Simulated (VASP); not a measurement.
# Sb2Se3 (Pmma) in VASP: single point with PBE

Aim: the single point of Sb2Se3 with PBE.

All numbers are computed with VASP 6.6.1; they aren't measurements. Logs are shortened: lines on timing, memory, paths and dates and some standing lists are left out, and cuts for length are marked.

### 1 The cell of the first run

It takes space group Pmma (No. 51, orthorhombic). The conventional cell has a = 6.703 Å, b = 7.607 Å, c = 7.907 Å, α = 90.00°, β = 90.00°, γ = 90.00°. Sb (site symmetry m) has 3 Sb at 2.81 to 3.78 Å and 2 Se at 2.92 Å within 3.8 Å. Se (site symmetry 2) has 5 Se at 2.49 to 3.35 Å and 2 Sb at 2.92 Å within 3.4 Å. Within 3.8 Å of Se (site symmetry mm2) lie 4 Se at 2.88 Å.

The cell was built from a structure type or drawn by symmetry, and may not be a known phase.

### 2 Single point, PBE

Input file INCAR:

```
SYSTEM = Sb2Se3
  PREC = Accurate
  ENCUT = 500
  EDIFF = 1E-6
  ISMEAR = 0
  SIGMA = 0.15
  LREAL = .False.
  LASPH = .True.
  NELM = 120
  ALGO = Normal
  ISIF = 2
  LWAVE = .False.
  LCHARG = .False.
  GGA = PE
  NBANDS = 39
  GGA_COMPAT = .False.
```

Input file KPOINTS:

```
regular mesh
0
Gamma
  2 2 2
  0 0 0
```

Input file POSCAR:

```
Sb2Se3
1.0
    6.7027418258      0.0000000000      0.0000000000
    0.0000000000      7.6072490214      0.0000000000
    0.0000000000      0.0000000000      7.9070921320
Sb Se
4 6
Direct
    0.4682788092      0.0000000000      0.6755096266
    0.0317211908      0.0000000000      0.6755096266
    0.5317211908      0.0000000000      0.3244903734
    0.9682788092      0.0000000000      0.3244903734
    0.0000000000      0.3365690153      0.5000000000
    0.5000000000      0.6634309847      0.5000000000
    0.0000000000      0.6634309847      0.5000000000
    0.5000000000      0.3365690153      0.5000000000
    0.2500000000      0.5000000000      0.2486385913
    0.7500000000      0.5000000000      0.7513614087
```

Potentials or basis: VASP PAW PBE potentials, release 64 (Sb, Se).

Launch:

```console
cat potpaw_PBE.64/Sb/POTCAR potpaw_PBE.64/Se/POTCAR > POTCAR
mpirun -np 1 vasp_std > vasp.out
```

OUTCAR:

```text
SYSTEM = Sb2Se3
   PREC = Accurate
   ENCUT = 500
   EDIFF = 1E-6
   ISMEAR = 0
   LREAL = .False.
   LASPH = .True.
   NELM = 120
   ISIF = 2
   GGA = PE

 ion  position               nearest neighbor table
   1  0.468  0.000  0.676-   3 2.81   6 2.92   8 2.92   2 2.93   2 3.78
   2  0.032  0.000  0.676-   4 2.81   5 2.92   7 2.92   1 2.93   1 3.78
   3  0.532  0.000  0.324-   1 2.81   6 2.92   8 2.92   4 2.93   4 3.78
   4  0.968  0.000  0.324-   2 2.81   5 2.92   7 2.92   3 2.93   3 3.78
   5  0.000  0.337  0.500-   7 2.49   4 2.92   2 2.92
   6  0.500  0.663  0.500-   8 2.49   3 2.92   1 2.92
   7  0.000  0.663  0.500-   5 2.49   4 2.92   2 2.92
   8  0.500  0.337  0.500-   6 2.49   3 2.92   1 2.92
   9  0.250  0.500  0.249-
  10  0.750  0.500  0.751-

  LATTYP: Found a simple orthorhombic cell.
 ALAT       =     6.7027418258
 B/A-ratio  =     1.1349458504
 C/A-ratio  =     1.1796802469

  Lattice vectors:

 A1 = (   6.7027418258,   0.0000000000,   0.0000000000)
 A2 = (   0.0000000000,   7.6072490214,   0.0000000000)
 A3 = (   0.0000000000,   0.0000000000,   7.9070921320)

Analysis of symmetry for initial positions (statically):
=====================================================================
 Subroutine PRICEL returns:
 Original cell was already a primitive cell.

 Routine SETGRP: Setting up the symmetry group for a
 simple orthorhombic supercell.

 Subroutine GETGRP returns: Found  8 space group operations
 (whereof  4 operations were pure point group operations)
 out of a pool of  8 trial point group operations.

The static configuration has the point symmetry C_2h.
 The point group associated with its full space group is D_2h.

Analysis of symmetry for dynamics (positions and initial velocities):
=====================================================================
 Subroutine PRICEL returns:
 Original cell was already a primitive cell.

 Routine SETGRP: Setting up the symmetry group for a
 simple orthorhombic supercell.

 Subroutine GETGRP returns: Found  8 space group operations
 (whereof  4 operations were pure point group operations)
 out of a pool of  8 trial point group operations.

The dynamic configuration has the point symmetry C_2h.
 The point group associated with its full space group is D_2h.

 Subroutine INISYM returns: Found  8 space group operations
 (whereof  4 operations are pure point group operations),
 and found     1 'primitive' translations

----------------------------------------------------------------------------------------

                                     Primitive cell

  volume of cell :     403.1781

  direct lattice vectors                    reciprocal lattice vectors
     6.702741826  0.000000000  0.000000000     0.149192678  0.000000000  0.000000000
     0.000000000  7.607249021  0.000000000     0.000000000  0.131453565  0.000000000
     0.000000000  0.000000000  7.907092132     0.000000000  0.000000000  0.126468743

  length of vectors
     6.702741826  7.607249021  7.907092132     0.149192678  0.131453565  0.126468743

  position of ions in fractional coordinates (direct lattice)
     0.468278809  0.000000000  0.675509627
     0.031721191  0.000000000  0.675509627
     0.531721191  0.000000000  0.324490373
     0.968278809  0.000000000  0.324490373
     0.000000000  0.336569015  0.500000000
     0.500000000  0.663430985  0.500000000
     0.000000000  0.663430985  0.500000000
     0.500000000  0.336569015  0.500000000
     0.250000000  0.500000000  0.248638591
     0.750000000  0.500000000  0.751361409

  ion indices of the primitive-cell ions
   primitive index   ion index
                 1           1
                 2           2
                 3           3
                 4           4
                 5           5
                 6           6
                 7           7
                 8           8
                 9           9
                10          10

----------------------------------------------------------------------------------------

 KPOINTS: regular mesh

Automatic generation of k-mesh.
 Grid dimensions read from file:
 generate k-points for:    2    2    2

 Generating k-lattice:

  Cartesian coordinates                     Fractional coordinates (reciprocal lattice)
     0.074596339  0.000000000  0.000000000     0.500000000  0.000000000  0.000000000
     0.000000000  0.065726782  0.000000000     0.000000000  0.500000000  0.000000000
     0.000000000  0.000000000  0.063234371     0.000000000  0.000000000  0.500000000

  Length of vectors
     0.074596339  0.065726782  0.063234371

  Shift w.r.t. Gamma in fractional coordinates (k-lattice)
     0.000000000  0.000000000  0.000000000

 Subroutine IBZKPT returns following result:
 ===========================================

 Found      8 irreducible k-points:

 Following reciprocal coordinates:
            Coordinates               Weight
  0.000000  0.000000  0.000000      1.000000
  0.500000  0.000000  0.000000      1.000000
  0.000000  0.500000  0.000000      1.000000
  0.500000  0.500000  0.000000      1.000000
  0.000000  0.000000  0.500000      1.000000
  0.500000  0.000000  0.500000      1.000000
  0.000000  0.500000  0.500000      1.000000
  0.500000  0.500000  0.500000      1.000000
   k-points           NKPTS =      8   k-points in BZ     NKDIM =      8   number of bands    NBANDS=     39
   number of dos      NEDOS =    301   number of ions     NIONS =     10
   total plane-waves  NPLWV = 168000
   dimension x,y,z NGX =    50 NGY =   56 NGZ =   60
   dimension x,y,z NGXF=   100 NGYF=  112 NGZF=  120
   ions per type =               4   6
   NGX,Y,Z   is equivalent  to a cutoff of  12.40, 12.24, 12.61 a.u.
   NGXF,Y,Z  is equivalent  to a cutoff of  24.80, 24.48, 25.23 a.u.
 SYSTEM =  Sb2Se3
   PREC   = accura    normal or accurate (medium, high low for compatibility)
   ISTART =      0    job   : 0-new  1-cont  2-samecut
   ICHARG =      2    charge: 1-file 2-atom 10-const
   ISPIN  =      1    spin polarized calculation?
   LNONCOLLINEAR =      F non collinear calculations
   LSORBIT =      F    spin-orbit coupling
   LASPH  =      T    aspherical Exc in radial PAW
   ENCUT  =  500.0 eV  36.75 Ry    6.06 a.u.  12.22 13.87 14.42*2*pi/ulx,y,z
   NELM   =    120;   NELMIN=  2; NELMDL= -5     # of ELM steps
   EDIFF  = 0.1E-05   stopping-criterion for ELM
   LREAL  =      F    real-space projection
   EDIFFG = 0.1E-04   stopping-criterion for IOM
   NSW    =      0    number of steps for IOM
   IBRION =     -1    ionic relax: 0-MD 1-quasi-New 2-CG
   NFREE  =      0    steps in history (QN), initial steepest desc. (CG)
   ISIF   =      2    stress and relaxation
   ISYM   =      2    0-nonsym 1-usesym 2-fastsym
   POTIM  = 0.5000    time-step for ionic-motion
   TEBEG  =    0.0;   TEEND  =   0.0 temperature during run
   PSTRESS=    0.0 pullay stress
   NELECT =      56.0000    total number of electrons
   NUPDOWN=      -1.0000    fix difference up-down
   EMIN   =  10.00;   EMAX   =-10.00  energy-range for DOS
   EFERMI =   0.00;   METHOD = LEGACY
   ISMEAR =     0;   SIGMA  =   0.15  broadening in eV -4-tet -1-fermi 0-gaus
   EFERMI_NEDOS =   21; number of points for ismear=-14 and -15
   IALGO  =     38    algorithm
   IMIX   =      4    mixing-type and parameters
     AMIX     =   0.40;   BMIX     =  1.00
     AMIX_MAG =   1.60;   BMIX_MAG =  1.00
  volume/ion in A,a.u.               =      40.32       272.08
  Fermi-wavevector in a.u.,A,eV,Ry     =   0.847823  1.602153  9.779920  0.718804
  Thomas-Fermi vector in A             =   1.963390
   LORBIT       =      0    0 simple, 1 ext, 2 COOP (PROOUT), +10 PAW based schemes
   GGA     = PE    functional components
   LHFCALC =     F    Hartree Fock is set to
   AEXX    =    0.0000 exact exchange contribution
   IVDW    =     0    specifies the selected vdW correction
   LEPSILON=     F    determine dielectric tensor
   LRPA    =     F    only Hartree local field effects (RPA)
 non-spin polarized calculation
 Gauss-broadening in eV      SIGMA  =   0.15
  energy-cutoff  :      500.00
  volume of cell :      403.18
 maximum number of plane-waves:     10288
 NGX is ok and might be reduce to    50
   NGX = 25   NGY = 27   NGZ = 29

 number of electron      55.9999994 magnetization

 Free energy of the ion-electron system (eV)
  ---------------------------------------------------
  ext. energy  EPLUGINS =         0.00000000
  ---------------------------------------------------
  free energy    TOTEN  =       -33.59658408 eV

  energy without entropy =      -33.53139544  energy(sigma->0) =      -33.56398976

 E-fermi :   1.9027     XC(G=0):  -7.2435

 val. band max:        1.8902301519   @ k =   0.5000   0.0000   0.5000
 cond. band min:       2.1393910843   @ k =   0.0000   0.0000   0.0000
 fundamental gap:      0.2491609325
 Fermi energy:         1.9027426255

 k-point     1 :       0.0000    0.0000    0.0000
  band No.  band energies     occupation
      1     -13.2943      2.00000
      2     -12.2144      2.00000
      3     -10.8850      2.00000
      4     -10.3882      2.00000
      5     -10.1285      2.00000
      6      -9.8835      2.00000
[... 31 lines left out ...]
     38       5.6085      0.00000
     39       5.9865      0.00000

 k-point     2 :       0.5000    0.0000    0.0000
  band No.  band energies     occupation
      1     -12.8525      2.00000
      2     -12.8525      2.00000
      3     -10.5400      2.00000
      4     -10.5400      2.00000
      5      -9.9588      2.00000
      6      -9.9588      2.00000
[... 31 lines left out ...]
     38       4.7530      0.00000
     39       5.1484      0.00000

 k-point     3 :       0.0000    0.5000    0.0000
  band No.  band energies     occupation
      1     -13.1854      2.00000
      2     -12.1086      2.00000
      3     -11.4829      2.00000
      4     -10.5346      2.00000
      5     -10.3839      2.00000
      6      -9.5150      2.00000
[... 31 lines left out ...]
     38       5.2782      0.00000
     39       5.9340      0.00000

 k-point     4 :       0.5000    0.5000    0.0000
  band No.  band energies     occupation
      1     -12.7489      2.00000
      2     -12.7489      2.00000
      3     -11.0614      2.00000
      4     -11.0614      2.00000
      5      -9.8515      2.00000
      6      -9.8515      2.00000
[... 31 lines left out ...]
     38       4.0601      0.00000
     39       4.8872      0.00000

 k-point     5 :       0.0000    0.0000    0.5000
  band No.  band energies     occupation
      1     -13.2932      2.00000
      2     -12.2143      2.00000
      3     -10.8848      2.00000
      4     -10.4000      2.00000
      5     -10.1285      2.00000
      6      -9.8754      2.00000
[... 31 lines left out ...]
     38       5.3234      0.00000
     39       5.8128      0.00000

 k-point     6 :       0.5000    0.0000    0.5000
  band No.  band energies     occupation
      1     -12.8519      2.00000
      2     -12.8519      2.00000
      3     -10.5399      2.00000
      4     -10.5399      2.00000
      5      -9.9612      2.00000
      6      -9.9612      2.00000
[... 31 lines left out ...]
     38       3.9206      0.00000
     39       5.3379      0.00000

 k-point     7 :       0.0000    0.5000    0.5000
  band No.  band energies     occupation
      1     -13.1844      2.00000
      2     -12.1085      2.00000
      3     -11.4812      2.00000
      4     -10.5339      2.00000
      5     -10.3954      2.00000
      6      -9.5023      2.00000
[... 31 lines left out ...]
     38       4.9754      0.00000
     39       5.3563      0.00000

 k-point     8 :       0.5000    0.5000    0.5000
  band No.  band energies     occupation
      1     -12.7484      2.00000
      2     -12.7484      2.00000
      3     -11.0601      2.00000
      4     -11.0601      2.00000
      5      -9.8536      2.00000
      6      -9.8536      2.00000
[... 31 lines left out ...]
     38       4.0686      0.00000
     39       4.1324      0.00000

------------------------ aborting loop because EDIFF is reached ----------------------------------------

  FORCE on cell =-STRESS in cart. coord.  units (eV):
  Direction    XX          YY          ZZ          XY          YZ          ZX
  --------------------------------------------------------------------------------------
  -------------------------------------------------------------------------------------
  Total        1.5073179      0.0040836     -0.1064546      0.0000000      0.0000000      0.0000000
  in kB        5.9898853      0.0162278     -0.4230368      0.0000000      0.0000000      0.0000000
  external PRESSURE =       1.8610254 kB  Pullay stress =       0.0000000 kB

 VOLUME and BASIS-vectors are now :
 -----------------------------------------------------------------------------
  energy-cutoff  :      500.00
  volume of cell :      403.18
      direct lattice vectors                 reciprocal lattice vectors
     6.702741826  0.000000000  0.000000000     0.149192678  0.000000000  0.000000000
     0.000000000  7.607249021  0.000000000     0.000000000  0.131453565  0.000000000
     0.000000000  0.000000000  7.907092132     0.000000000  0.000000000  0.126468743

 POSITION                                       TOTAL-FORCE (eV/Angst)
 -----------------------------------------------------------------------------------
      3.13875      0.00000      5.34132         0.039671     -0.000000     -0.022785
      0.21262      0.00000      5.34132        -0.039671     -0.000000     -0.022785
      3.56399      0.00000      2.56578        -0.039671     -0.000000      0.022785
      6.49012      0.00000      2.56578         0.039671     -0.000000      0.022785
      0.00000      2.56036      3.95355         0.000000      0.004629     -0.000000
      3.35137      5.04688      3.95355        -0.000000     -0.004629      0.000000
      0.00000      5.04688      3.95355         0.000000     -0.004629      0.000000
      3.35137      2.56036      3.95355         0.000000      0.004629      0.000000
      1.67569      3.80362      1.96601        -0.000000     -0.000000      0.006037
      5.02706      3.80362      5.94108         0.000000     -0.000000     -0.006037
 -----------------------------------------------------------------------------------
    total drift:                                0.000000      0.000000     -0.000000

  FREE ENERGIE OF THE ION-ELECTRON SYSTEM (eV)
  ---------------------------------------------------
  free  energy   TOTEN  =       -33.5965840849 eV

  energy  without entropy=      -33.5313954420  energy(sigma->0) =      -33.56398976
```

Wall time 76 s (1 thread of Intel Xeon 6975P-C (Granite Rapids), shared host); peak memory 0.45 GiB.

What came out:

| Item | Value |
| --- | --- |
| Free energy | -33.5966 eV |
| Pressure | 0.2 GPa |
| Largest force | 0.046 eV/Å |
| Band gap on the k mesh | zero (bands 28 and 29 overlap by 0.40 eV) |

Forces in eV/Å, atoms in the order of the input:
```
Sb   0.040  0.000 -0.023
Sb  -0.040  0.000 -0.023
Sb  -0.040  0.000  0.023
Sb   0.040  0.000  0.023
Se   0.000  0.005  0.000
Se   0.000 -0.005  0.000
Se   0.000 -0.005  0.000
Se   0.000  0.005  0.000
Se   0.000  0.000  0.006
Se   0.000  0.000 -0.006
```

Caveat: the k points lie up to 0.47 Å⁻¹ apart; spin-orbit coupling is left out, which moves the levels of the heavy elements; this functional lacks dispersion, which binds the layers, so the pressure and a relaxed spacing across them are unreliable.
